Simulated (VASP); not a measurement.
# CoSi (P2_13) in VASP: notebook

Runs on CoSi. Level: PBEsol. Tasks: single point, relaxation of the atoms.

All numbers are computed with VASP 6.6.1; they aren't measurements. Logs are shortened: lines on timing, memory, paths and dates and some standing lists are left out, and cuts for length are marked.

## (1) The cell of the first run

Symmetry: P2_13, No. 198, cubic system. The conventional cell has a = 4.386 Å, b = 4.386 Å, c = 4.386 Å, α = 90.00°, β = 90.00°, γ = 90.00°. Within 3.0 Å of Co (site symmetry 3) lie 7 Si at 2.30 to 2.40 Å and 6 Co at 2.70 Å. Within 3.0 Å of Si (site symmetry 3) lie 7 Co at 2.30 to 2.40 Å and 6 Si at 2.71 Å.

## (2) Single point, PBEsol

INCAR

```
PREC     = Accurate       # precision mode
ENCUT    = 520            # plane-wave cutoff, eV
EDIFF    = 1E-7           # SCF threshold, eV
ISMEAR   = 0              # smearing method
SIGMA    = 0.1            # smearing width, eV
LREAL    = F              # projectors in reciprocal space
LASPH    = T              # aspherical terms in the spheres
NELM     = 60             # most SCF steps
ALGO     = Normal         # electronic algorithm
ISIF     = 2              # what is computed and relaxed
LWAVE    = F              # write WAVECAR
LCHARG   = T              # write CHGCAR
GGA      = PS             # functional
LELF     = T              # ELF
LVHAR    = T            
NBANDS   = 36             # bands
```

KPOINTS

```
Automatic mesh
0
Gamma
  8 8 8
```

POSCAR

```
CoSi
1.0
    4.3858255212      0.0000000000      0.0000000000
    0.0000000000      4.3858255212      0.0000000000
    0.0000000000      0.0000000000      4.3858255212
Co Si
4 4
Direct
    0.1456446743      0.1456446743      0.1456446743
    0.3543553257      0.8543553257      0.6456446743
    0.6456446743      0.3543553257      0.8543553257
    0.8543553257      0.6456446743      0.3543553257
    0.8433288509      0.8433288509      0.8433288509
    0.6566711491      0.1566711491      0.3433288509
    0.3433288509      0.6566711491      0.1566711491
    0.1566711491      0.3433288509      0.6566711491
```

Potentials or basis: VASP PAW PBE potentials, release 64 (Co, Si).

The run is started by

```bash
cat potpaw_PBE.64/Co/POTCAR potpaw_PBE.64/Si/POTCAR > POTCAR
mpirun -np 1 vasp_std > vasp.out
```

OUTCAR:

```text
PREC = Accurate
   ENCUT = 520
   EDIFF = 1E-7
   ISMEAR = 0
   LREAL = F
   LASPH = T
   NELM = 60
   ISIF = 2
   GGA = PS

 ion  position               nearest neighbor table
   1  0.146  0.146  0.146-   5 2.30   6 2.31   7 2.31   8 2.31   7 2.40   8 2.40   6 2.40   3 2.70
                             4 2.70   2 2.70   2 2.70   4 2.70   3 2.70
   2  0.354  0.854  0.646-   6 2.30   5 2.31   7 2.31   8 2.31   7 2.40   8 2.40   5 2.40   1 2.70
                             1 2.70   3 2.70   3 2.70   4 2.70   4 2.70
   3  0.646  0.354  0.854-   7 2.30   6 2.31   5 2.31   8 2.31   8 2.40   6 2.40   5 2.40   1 2.70
                             4 2.70   2 2.70   2 2.70   4 2.70   1 2.70
   4  0.854  0.646  0.354-   8 2.30   6 2.31   7 2.31   5 2.31   6 2.40   5 2.40   7 2.40   1 2.70
                             3 2.70   2 2.70   1 2.70   2 2.70   3 2.70
   5  0.843  0.843  0.843-   1 2.30   2 2.31   3 2.31   4 2.31   3 2.40   4 2.40   2 2.40   6 2.71
                             7 2.71   8 2.71   6 2.71   8 2.71   7 2.71
   6  0.657  0.157  0.343-   2 2.30   1 2.31   3 2.31   4 2.31   3 2.40   4 2.40   1 2.40   8 2.71
                             5 2.71   5 2.71   7 2.71   7 2.71   8 2.71
   7  0.343  0.657  0.157-   3 2.30   2 2.31   1 2.31   4 2.31   4 2.40   2 2.40   1 2.40   8 2.71
                             5 2.71   8 2.71   6 2.71   6 2.71   5 2.71
   8  0.157  0.343  0.657-   4 2.30   2 2.31   3 2.31   1 2.31   2 2.40   1 2.40   3 2.40   7 2.71
                             5 2.71   7 2.71   5 2.71   6 2.71   6 2.71

  LATTYP: Found a simple cubic cell.
 ALAT       =     4.3858255212

  Lattice vectors:

 A1 = (   4.3858255212,   0.0000000000,   0.0000000000)
 A2 = (   0.0000000000,   4.3858255212,   0.0000000000)
 A3 = (   0.0000000000,   0.0000000000,   4.3858255212)

Analysis of symmetry for initial positions (statically):
=====================================================================
 Subroutine PRICEL returns:
 Original cell was already a primitive cell.

 Routine SETGRP: Setting up the symmetry group for a
 simple cubic supercell.

 Subroutine GETGRP returns: Found 12 space group operations
 (whereof  3 operations were pure point group operations)
 out of a pool of 48 trial point group operations.

The static configuration has the point symmetry C_3 .
 The point group associated with its full space group is T   .

Analysis of symmetry for dynamics (positions and initial velocities):
=====================================================================
 Subroutine PRICEL returns:
 Original cell was already a primitive cell.

 Routine SETGRP: Setting up the symmetry group for a
 simple cubic supercell.

 Subroutine GETGRP returns: Found 12 space group operations
 (whereof  3 operations were pure point group operations)
 out of a pool of 48 trial point group operations.

The dynamic configuration has the point symmetry C_3 .
 The point group associated with its full space group is T   .

 Subroutine INISYM returns: Found 12 space group operations
 (whereof  3 operations are pure point group operations),
 and found     1 'primitive' translations

----------------------------------------------------------------------------------------

                                     Primitive cell

  volume of cell :      84.3634

  direct lattice vectors                    reciprocal lattice vectors
     4.385825521  0.000000000  0.000000000     0.228007246  0.000000000  0.000000000
     0.000000000  4.385825521  0.000000000     0.000000000  0.228007246  0.000000000
     0.000000000  0.000000000  4.385825521     0.000000000  0.000000000  0.228007246

  length of vectors
     4.385825521  4.385825521  4.385825521     0.228007246  0.228007246  0.228007246

  position of ions in fractional coordinates (direct lattice)
     0.145644674  0.145644674  0.145644674
     0.354355326  0.854355326  0.645644674
     0.645644674  0.354355326  0.854355326
     0.854355326  0.645644674  0.354355326
     0.843328851  0.843328851  0.843328851
     0.656671149  0.156671149  0.343328851
     0.343328851  0.656671149  0.156671149
     0.156671149  0.343328851  0.656671149

  ion indices of the primitive-cell ions
   primitive index   ion index
                 1           1
                 2           2
                 3           3
                 4           4
                 5           5
                 6           6
                 7           7
                 8           8

----------------------------------------------------------------------------------------

 KPOINTS: Automatic mesh

Automatic generation of k-mesh.
 Grid dimensions read from file:
 generate k-points for:    8    8    8

 Generating k-lattice:

  Cartesian coordinates                     Fractional coordinates (reciprocal lattice)
     0.028500906  0.000000000  0.000000000     0.125000000  0.000000000  0.000000000
     0.000000000  0.028500906  0.000000000     0.000000000  0.125000000  0.000000000
     0.000000000  0.000000000  0.028500906     0.000000000  0.000000000  0.125000000

  Length of vectors
     0.028500906  0.028500906  0.028500906

  Shift w.r.t. Gamma in fractional coordinates (k-lattice)
     0.000000000  0.000000000  0.000000000

 Subroutine IBZKPT returns following result:
 ===========================================

 Found     45 irreducible k-points:

 Following reciprocal coordinates:
            Coordinates               Weight
  0.000000  0.000000  0.000000      1.000000
  0.125000  0.000000  0.000000      6.000000
  0.250000  0.000000  0.000000      6.000000
  0.375000  0.000000  0.000000      6.000000
  0.500000  0.000000  0.000000      3.000000
  0.125000  0.125000  0.000000     12.000000
[... 16 lines left out ...]
  0.250000  0.125000  0.125000     24.000000
  0.375000  0.125000  0.125000     24.000000
 [... further k-points ...]
   k-points           NKPTS =     45   k-points in BZ     NKDIM =     45   number of bands    NBANDS=     36
   number of dos      NEDOS =    301   number of ions     NIONS =      8
   total plane-waves  NPLWV =  46656
   dimension x,y,z NGX =    36 NGY =   36 NGZ =   36
   dimension x,y,z NGXF=    72 NGYF=   72 NGZF=   72
   ions per type =               4   4
   NGX,Y,Z   is equivalent  to a cutoff of  13.65, 13.65, 13.65 a.u.
   NGXF,Y,Z  is equivalent  to a cutoff of  27.29, 27.29, 27.29 a.u.
 SYSTEM =  unknown system
   PREC   = accura    normal or accurate (medium, high low for compatibility)
   ISTART =      0    job   : 0-new  1-cont  2-samecut
   ICHARG =      2    charge: 1-file 2-atom 10-const
   ISPIN  =      1    spin polarized calculation?
   LNONCOLLINEAR =      F non collinear calculations
   LSORBIT =      F    spin-orbit coupling
   LASPH  =      T    aspherical Exc in radial PAW
   ENCUT  =  520.0 eV  38.22 Ry    6.18 a.u.   8.15  8.15  8.15*2*pi/ulx,y,z
   NELM   =     60;   NELMIN=  2; NELMDL= -5     # of ELM steps
   EDIFF  = 0.1E-06   stopping-criterion for ELM
   LREAL  =      F    real-space projection
   EDIFFG = 0.1E-05   stopping-criterion for IOM
   NSW    =      0    number of steps for IOM
   IBRION =     -1    ionic relax: 0-MD 1-quasi-New 2-CG
   NFREE  =      0    steps in history (QN), initial steepest desc. (CG)
   ISIF   =      2    stress and relaxation
   ISYM   =      2    0-nonsym 1-usesym 2-fastsym
   POTIM  = 0.5000    time-step for ionic-motion
   TEBEG  =    0.0;   TEEND  =   0.0 temperature during run
   PSTRESS=    0.0 pullay stress
   NELECT =      52.0000    total number of electrons
   NUPDOWN=      -1.0000    fix difference up-down
   EMIN   =  10.00;   EMAX   =-10.00  energy-range for DOS
   EFERMI =   0.00;   METHOD = LEGACY
   ISMEAR =     0;   SIGMA  =   0.10  broadening in eV -4-tet -1-fermi 0-gaus
   EFERMI_NEDOS =   21; number of points for ismear=-14 and -15
   IALGO  =     38    algorithm
   IMIX   =      4    mixing-type and parameters
     AMIX     =   0.40;   BMIX     =  1.00
     AMIX_MAG =   1.60;   BMIX_MAG =  1.00
  volume/ion in A,a.u.               =      10.55        71.16
  Fermi-wavevector in a.u.,A,eV,Ry     =   1.393236  2.632834 26.410347  1.941106
  Thomas-Fermi vector in A             =   2.516901
   LORBIT       =      0    0 simple, 1 ext, 2 COOP (PROOUT), +10 PAW based schemes
   GGA     = PS    functional components
   LHFCALC =     F    Hartree Fock is set to
   AEXX    =    0.0000 exact exchange contribution
   IVDW    =     0    specifies the selected vdW correction
   LEPSILON=     F    determine dielectric tensor
   LRPA    =     F    only Hartree local field effects (RPA)
 non-spin polarized calculation
 Gauss-broadening in eV      SIGMA  =   0.10
  energy-cutoff  :      520.00
  volume of cell :       84.36
 maximum number of plane-waves:      2301
 NGX is ok and might be reduce to    36
   NGX = 17   NGY = 17   NGZ = 17

 number of electron      51.9999987 magnetization

 Free energy of the ion-electron system (eV)
  ---------------------------------------------------
  ext. energy  EPLUGINS =         0.00000000
  ---------------------------------------------------
  free energy    TOTEN  =       -59.82705227 eV

  energy without entropy =      -59.82070147  energy(sigma->0) =      -59.82387687

 E-fermi :  12.4849     XC(G=0): -13.1293

 val. band max:       12.4679945332   @ k =   0.5000   0.5000   0.3750
 cond. band min:      12.6127557922   @ k =   0.3750   0.3750   0.3750
 fundamental gap:      0.1447612590
 Fermi energy:        12.4849135614

 k-point     1 :       0.0000    0.0000    0.0000
  band No.  band energies     occupation
      1      -1.4551      2.00000
      2       4.1581      2.00000
      3       4.1581      2.00000
      4       4.1581      2.00000
      5       6.8348      2.00000
      6       6.8348      2.00000
[... 28 lines left out ...]
     35      16.1713      0.00000
     36      17.4109      0.00000

 k-point     2 :       0.1250    0.0000    0.0000
  band No.  band energies     occupation
      1      -1.3358      2.00000
      2       3.3534      2.00000
      3       4.2327      2.00000
      4       4.7347      2.00000
      5       6.3935      2.00000
      6       6.9059      2.00000
[... 28 lines left out ...]
     35      16.6203      0.00000
     36      17.8964      0.00000

 k-point     3 :       0.2500    0.0000    0.0000
  band No.  band energies     occupation
      1      -0.9814      2.00000
      2       2.3526      2.00000
      3       4.4507      2.00000
      4       5.1992      2.00000
      5       6.1842      2.00000
      6       7.0601      2.00000
[... 28 lines left out ...]
     35      17.2871      0.00000
     36      18.0155      0.00000

 k-point     4 :       0.3750    0.0000    0.0000
  band No.  band energies     occupation
      1      -0.4035      2.00000
      2       1.3180      2.00000
      3       4.7911      2.00000
      4       5.4610      2.00000
      5       6.1642      2.00000
      6       7.0029      2.00000
[... 28 lines left out ...]
     35      17.3837      0.00000
     36      18.2180      0.00000

 k-point     5 :       0.5000    0.0000    0.0000
  band No.  band energies     occupation
      1       0.3759      2.00000
      2       0.3759      2.00000
      3       5.1973      2.00000
      4       5.1973      2.00000
      5       6.5603      2.00000
      6       6.5603      2.00000
[... 655 lines left out ...]
 k-point    22 :       0.1250    0.1250    0.1250
  band No.  band energies     occupation
      1      -1.0988      2.00000
      2       3.1087      2.00000
      3       3.7664      2.00000
      4       4.9623      2.00000
      5       6.3897      2.00000
      6       7.0922      2.00000
[... 28 lines left out ...]
     35      17.3557      0.00000
     36      17.4243      0.00000

 k-point    23 :       0.2500    0.1250    0.1250
  band No.  band energies     occupation
      1      -0.7481      2.00000
      2       2.4621      2.00000
      3       3.8129      2.00000
      4       5.0829      2.00000
      5       6.2444      2.00000
      6       6.9265      2.00000
[... 28 lines left out ...]
     35      17.1282      0.00000
     36      17.7076      0.00000

 k-point    24 :       0.3750    0.1250    0.1250
  band No.  band energies     occupation
      1      -0.1770      2.00000
      2       1.5062      2.00000
      3       4.1817      2.00000
      4       5.1493      2.00000
      5       5.9386      2.00000
      6       6.6992      2.00000
[... 28 lines left out ...]
     35      17.4179      0.00000
     36      18.3077      0.00000

 [... further k-points ...]
[... 5 lines left out ...]
  --------------------------------------------------------------------------------------
  -------------------------------------------------------------------------------------
  Total        0.0951402      0.0951402      0.0951402     -0.0000000      0.0000000      0.0000000
  in kB        1.8068436      1.8068436      1.8068436     -0.0000000      0.0000000      0.0000000
  external PRESSURE =       1.8068436 kB  Pullay stress =       0.0000000 kB

 VOLUME and BASIS-vectors are now :
 -----------------------------------------------------------------------------
  energy-cutoff  :      520.00
  volume of cell :       84.36
      direct lattice vectors                 reciprocal lattice vectors
     4.385825521  0.000000000  0.000000000     0.228007246  0.000000000  0.000000000
     0.000000000  4.385825521  0.000000000     0.000000000  0.228007246  0.000000000
     0.000000000  0.000000000  4.385825521     0.000000000  0.000000000  0.228007246

 POSITION                                       TOTAL-FORCE (eV/Angst)
 -----------------------------------------------------------------------------------
      0.63877      0.63877      0.63877         0.004740      0.004740      0.004740
      1.55414      3.74705      2.83168        -0.004740     -0.004740      0.004740
      2.83168      1.55414      3.74705         0.004740     -0.004740     -0.004740
      3.74705      2.83168      1.55414        -0.004740      0.004740     -0.004740
      3.69869      3.69869      3.69869        -0.000470     -0.000470     -0.000470
      2.88005      0.68713      1.50578         0.000470      0.000470     -0.000470
      1.50578      2.88005      0.68713        -0.000470      0.000470      0.000470
      0.68713      1.50578      2.88005         0.000470     -0.000470      0.000470
 -----------------------------------------------------------------------------------
    total drift:                                0.000000      0.000000      0.000000

  FREE ENERGIE OF THE ION-ELECTRON SYSTEM (eV)
  ---------------------------------------------------
  free  energy   TOTEN  =       -59.8270522663 eV

  energy  without entropy=      -59.8207014667  energy(sigma->0) =      -59.82387687
```

It took 3.2 min on 1 thread of AMD EPYC 7R13 (Zen 3), shared host; peak memory 0.23 GiB.

What came out:

| Item | Value |
| --- | --- |
| Free energy | -59.8271 eV |
| Pressure | 0.2 GPa |
| Largest force | 0.008 eV/Å |
| Band gap on the k mesh | zero (band 26 reaches 12.47 eV, above the bottom of band 27 at 12.24 eV) |

Forces in eV/Å, atoms in the order of the input:
```
Co   0.005  0.005  0.005
Co  -0.005 -0.005  0.005
Co   0.005 -0.005 -0.005
Co  -0.005  0.005 -0.005
Si   0.000  0.000  0.000
Si   0.000  0.000  0.000
Si   0.000  0.000  0.000
Si   0.000  0.000  0.000
```

Levels at points of the mesh, in eV from the Fermi level:
```
           k point  band 22  band 23  band 24  band 25  band 26  band 27  band 28  band 29  band 30  band 31
(0.00, 0.00, 0.00)    -0.96    -0.82    -0.82    -0.02    -0.02    -0.02     2.64     2.64     2.64     3.00
(0.50, 0.00, 0.00)    -1.10    -0.69    -0.69    -0.52    -0.52     1.03     1.03     1.59     1.59     4.38
(0.50, 0.50, 0.00)    -1.56    -1.05    -1.05    -0.05    -0.05     0.61     0.61     2.12     2.12     2.61
(0.50, 0.50, 0.50)    -1.29    -1.29    -1.29    -0.24    -0.24    -0.24    -0.24     5.61     5.61     5.61
```

Caveat: the PAW data sets were made with another functional, which shifts forces and pressure a little. Spin polarisation is off, so any magnetic state and its effect on volume and gap are missing.

(Part 1 of 2 ends here.)
